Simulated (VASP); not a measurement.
# Sn (I4_1/amd) in VASP: a series of runs

Sn is run at these levels: PBE, LDA, PBEsol; tasks: single point.

Program: VASP 6.6.1. These are calculated values, not measurements. Logs are shortened: lines on timing, memory, paths and dates and some standing lists are left out, and cuts for length are marked.

## Step 1: The cell of the first run

It takes space group I4_1/amd (No. 141, tetragonal). The conventional cell has a = 5.880 Å, b = 5.880 Å, c = 3.199 Å, α = 90.00°, β = 90.00°, γ = 90.00°. Within 4.0 Å of Sn (site symmetry -4m2) lie 10 Sn at 3.05 to 3.79 Å.

## Step 2: Single point, PBE, non-collinear spin, zero start, spin-orbit coupling

Input file INCAR:

```
ALGO = Normal
EDIFF = 1E-6
ENCUT = 520
GGA = PE
GGA_COMPAT = False
ISIF = 2
ISMEAR = -1
KPAR = 4
LASPH = True
LCHARG = False
LORBIT = 11
LORBMOM = True
LREAL = False
LSORBIT = True
LWAVE = False
MAGMOM = 0 0 0 0 0 0
NBANDS = 40
NELM = 150
PREC = Accurate
SIGMA = 0.05
```

Input file KPOINTS:

```
k-points
0
Gamma
  12 12 12
```

Input file POSCAR:

```
Sn
1.0
   -2.9401404553      2.9401404553      1.5993019889
    2.9401404553     -2.9401404553      1.5993019889
    2.9401404553      2.9401404553     -1.5993019889
Sn
2
Direct
    0.7500000000      0.2500000000      0.5000000000
    0.0000000000      0.0000000000      0.0000000000
```

Potentials or basis: VASP PAW PBE potentials, release 64 (Sn_d).

Started as:

```
> cat potpaw_PBE.64/Sn_d/POTCAR > POTCAR
> mpirun -np 4 vasp_ncl > vasp.out
```

OUTCAR:

```text
EDIFF = 1E-6
   ENCUT = 520
   GGA = PE
   ISIF = 2
   ISMEAR = -1
   LASPH = True
   LORBIT = 11
   LREAL = False
   LSORBIT = True
   NELM = 150
   PREC = Accurate

 ion  position               nearest neighbor table
   1  0.750  0.250  0.500-   2 3.05   2 3.05   2 3.05   2 3.05
   2  0.000  0.000  0.000-   1 3.05   1 3.05   1 3.05   1 3.05

  LATTYP: Found a body centered tetragonal cell.
 ALAT       =     5.8802809106
 C/A-ratio  =     0.5439542815

  Lattice vectors:

 A1 = (  -2.9401404553,   2.9401404553,   1.5993019889)
 A2 = (   2.9401404553,  -2.9401404553,   1.5993019889)
 A3 = (   2.9401404553,   2.9401404553,  -1.5993019889)

Analysis of symmetry for initial positions (statically):
=====================================================================
 Subroutine PRICEL returns:
 Original cell was already a primitive cell.

 Routine SETGRP: Setting up the symmetry group for a
 body centered tetragonal supercell.

 Subroutine GETGRP returns: Found 16 space group operations
 (whereof  8 operations were pure point group operations)
 out of a pool of 16 trial point group operations.

The static configuration has the point symmetry D_2d.
 The point group associated with its full space group is D_4h.

Analysis of symmetry for dynamics (positions and initial velocities):
=====================================================================
 Subroutine PRICEL returns:
 Original cell was already a primitive cell.

 Routine SETGRP: Setting up the symmetry group for a
 body centered tetragonal supercell.

 Subroutine GETGRP returns: Found 16 space group operations
 (whereof  8 operations were pure point group operations)
 out of a pool of 16 trial point group operations.

The dynamic configuration has the point symmetry D_2d.
 The point group associated with its full space group is D_4h.

Analysis of structural, dynamic, and magnetic symmetry:
=====================================================================
 Subroutine PRICEL returns:
 Original cell was already a primitive cell.

 Routine SETGRP: Setting up the symmetry group for a
 body centered tetragonal supercell.

 Subroutine GETGRP returns: Found 16 space group operations
 (whereof  8 operations were pure point group operations)
 out of a pool of 16 trial point group operations.

The overall configuration has the point symmetry D_2d.
 The point group associated with its full space group is D_4h.

 Subroutine INISYM returns: Found 16 space group operations
 (whereof  8 operations are pure point group operations),
 and found     1 'primitive' translations

----------------------------------------------------------------------------------------

                                     Primitive cell

  volume of cell :      55.3002

  direct lattice vectors                    reciprocal lattice vectors
    -2.940140455  2.940140455  1.599301989     0.000000000  0.170059903  0.312636390
     2.940140455 -2.940140455  1.599301989     0.170059903  0.000000000  0.312636390
     2.940140455  2.940140455 -1.599301989     0.170059903  0.170059903  0.000000000

  length of vectors
     4.454954393  4.454954393  4.454954393     0.355895888  0.355895888  0.240501021

  position of ions in fractional coordinates (direct lattice)
     0.750000000  0.250000000  0.500000000
     0.000000000  0.000000000  0.000000000

  ion indices of the primitive-cell ions
   primitive index   ion index
                 1           1
                 2           2

----------------------------------------------------------------------------------------

 KPOINTS: k-points

Automatic generation of k-mesh.
 Grid dimensions read from file:
 generate k-points for:   12   12   12

 Generating k-lattice:

  Cartesian coordinates                     Fractional coordinates (reciprocal lattice)
     0.000000000  0.014171659  0.026053032     0.083333333 -0.000000000  0.000000000
[... 99 lines left out ...]

 number of electron      27.9999989 magnetization      -0.0000000      0.0000000     -0.0000000

 Free energy of the ion-electron system (eV)
  ---------------------------------------------------
  ext. energy  EPLUGINS =         0.00000000
  ---------------------------------------------------
  free energy    TOTEN  =        -7.72166511 eV

  energy without entropy =       -7.71364993  energy(sigma->0) =       -7.71765752

 E-fermi :   7.7416     XC(G=0): -10.2155

 val. band max:        7.7378997679   @ k =   0.2500   0.0833   0.0000
 cond. band min:       7.7572002256   @ k =  -0.4167   0.1667   0.0000
 fundamental gap:      0.0193004577
 Fermi energy:         7.7416212599

 k-point     1 :       0.0000    0.0000    0.0000
  band No.  band energies     occupation
      1     -14.3229      1.00000
      2     -14.3229      1.00000
      3     -14.3114      1.00000
      4     -14.3114      1.00000
      5     -14.2819      1.00000
      6     -14.2819      1.00000
[... 1021 lines left out ...]
     39      15.7969      0.00000
     40      15.7969      0.00000

 [... further k-points ...]

------------------------ aborting loop because EDIFF is reached ----------------------------------------

  FORCE on cell =-STRESS in cart. coord.  units (eV):
  Direction    XX          YY          ZZ          XY          YZ          ZX
  --------------------------------------------------------------------------------------
  -------------------------------------------------------------------------------------
  Total        0.4675958      0.4675958      0.4102194      0.0000000      0.0000000      0.0000000
  in kB       13.5473573     13.5473573     11.8850258      0.0000000      0.0000000      0.0000000
  external PRESSURE =      12.9932468 kB  Pullay stress =       0.0000000 kB

 VOLUME and BASIS-vectors are now :
 -----------------------------------------------------------------------------
  energy-cutoff  :      520.00
  volume of cell :       55.30
      direct lattice vectors                 reciprocal lattice vectors
    -2.940140455  2.940140455  1.599301989     0.000000000  0.170059903  0.312636390
     2.940140455 -2.940140455  1.599301989     0.170059903  0.000000000  0.312636390
     2.940140455  2.940140455 -1.599301989     0.170059903  0.170059903  0.000000000

 POSITION                                       TOTAL-FORCE (eV/Angst)
 -----------------------------------------------------------------------------------
      0.00000      2.94014      0.79965         0.000000      0.000000     -0.000000
      0.00000      0.00000      0.00000        -0.000000     -0.000000      0.000000
 -----------------------------------------------------------------------------------
    total drift:                                0.000000      0.000000      0.000000

  FREE ENERGIE OF THE ION-ELECTRON SYSTEM (eV)
  ---------------------------------------------------
  free  energy   TOTEN  =        -7.7216651127 eV

  energy  without entropy=       -7.7136499336  energy(sigma->0) =       -7.71765752

 orbital moment (x)

 # of ion     p       d       tot
 ----------------------------------------
  1         0.000  -0.000   0.000
  2        -0.000   0.000  -0.000
 ----------------------------------------
           -0.000   0.000  -0.000

 orbital moment (y)

 # of ion     p       d       tot
 ----------------------------------------
  1         0.000  -0.000   0.000
  2         0.000   0.000   0.000
 ----------------------------------------
            0.000   0.000   0.000

 orbital moment (z)

 # of ion     p       d       tot
 ----------------------------------------
  1         0.000   0.000   0.000
  2         0.000   0.000   0.000
 ----------------------------------------
            0.000   0.000   0.000

 Spin-Orbit-Coupling matrix elements

 Ion:    1  E_soc:     -0.1131214
 l=   1
     0.0000000    -0.0128078    -0.0125679
    -0.0128078     0.0000000    -0.0128078
    -0.0125679    -0.0128078     0.0000000
 l=   2
     0.0000000    -0.0012451     0.0000000    -0.0012451    -0.0048726
    -0.0012451     0.0000000    -0.0036698    -0.0012392    -0.0012178
     0.0000000    -0.0036698     0.0000000    -0.0036698     0.0000000
    -0.0012451    -0.0012392    -0.0036698     0.0000000    -0.0012178
    -0.0048726    -0.0012178     0.0000000    -0.0012178     0.0000000
 l=   3
     0.0000000     0.0000000     0.0000000     0.0000000     0.0000000     0.0000000     0.0000000
     0.0000000     0.0000000     0.0000000     0.0000000     0.0000000     0.0000000     0.0000000
     0.0000000     0.0000000     0.0000000     0.0000000     0.0000000     0.0000000     0.0000000
     0.0000000     0.0000000     0.0000000     0.0000000     0.0000000     0.0000000     0.0000000
     0.0000000     0.0000000     0.0000000     0.0000000     0.0000000     0.0000000     0.0000000
     0.0000000     0.0000000     0.0000000     0.0000000     0.0000000     0.0000000     0.0000000
     0.0000000     0.0000000     0.0000000     0.0000000     0.0000000     0.0000000     0.0000000

 Ion:    2  E_soc:     -0.1131214
 l=   1
     0.0000000    -0.0128078    -0.0125679
    -0.0128078     0.0000000    -0.0128078
    -0.0125679    -0.0128078     0.0000000
 l=   2
     0.0000000    -0.0012451     0.0000000    -0.0012451    -0.0048726
    -0.0012451     0.0000000    -0.0036698    -0.0012392    -0.0012178
     0.0000000    -0.0036698     0.0000000    -0.0036698     0.0000000
    -0.0012451    -0.0012392    -0.0036698     0.0000000    -0.0012178
    -0.0048726    -0.0012178     0.0000000    -0.0012178     0.0000000
 l=   3
     0.0000000     0.0000000     0.0000000     0.0000000     0.0000000     0.0000000     0.0000000
     0.0000000     0.0000000     0.0000000     0.0000000     0.0000000     0.0000000     0.0000000
     0.0000000     0.0000000     0.0000000     0.0000000     0.0000000     0.0000000     0.0000000
     0.0000000     0.0000000     0.0000000     0.0000000     0.0000000     0.0000000     0.0000000
     0.0000000     0.0000000     0.0000000     0.0000000     0.0000000     0.0000000     0.0000000
     0.0000000     0.0000000     0.0000000     0.0000000     0.0000000     0.0000000     0.0000000
     0.0000000     0.0000000     0.0000000     0.0000000     0.0000000     0.0000000     0.0000000

 total charge

# of ion       s       p       d       tot
------------------------------------------
    1        1.237   1.000   9.973  12.211
    2        1.237   1.000   9.973  12.211
--------------------------------------------------
tot          2.475   2.000  19.946  24.421

 magnetization (x)

# of ion       s       p       d       tot
------------------------------------------
    1        0.000   0.000   0.000   0.000
    2        0.000   0.000   0.000   0.000
--------------------------------------------------
tot          0.000   0.000   0.000   0.000

 magnetization (y)

# of ion       s       p       d       tot
------------------------------------------
    1        0.000  -0.000  -0.000  -0.000
    2        0.000  -0.000  -0.000  -0.000
--------------------------------------------------
tot          0.000  -0.000  -0.000  -0.000

 magnetization (z)

# of ion       s       p       d       tot
------------------------------------------
    1        0.000   0.000   0.000   0.000
    2        0.000  -0.000  -0.000  -0.000
--------------------------------------------------
tot          0.000  -0.000  -0.000  -0.000
```

Wall time 3.6 min (4 MPI ranks of Intel Xeon Platinum 8259CL at 2.50GHz (Skylake/Cascade Lake), shared host); peak memory 0.71 GiB.

Results:

```yaml
Free_energy: -7.7217 eV
Pressure: 1.3 GPa
Net_moment: 0.00 μB per cell
Valence_electrons_inside_the_program's_atomic_spheres: Sn 12.21
```

Moments on the atoms (μB; x, y, z):
```
Sn  0.00 0.00 0.00
Sn  0.00 0.00 0.00
```

(Continued in part 2 of 2.)
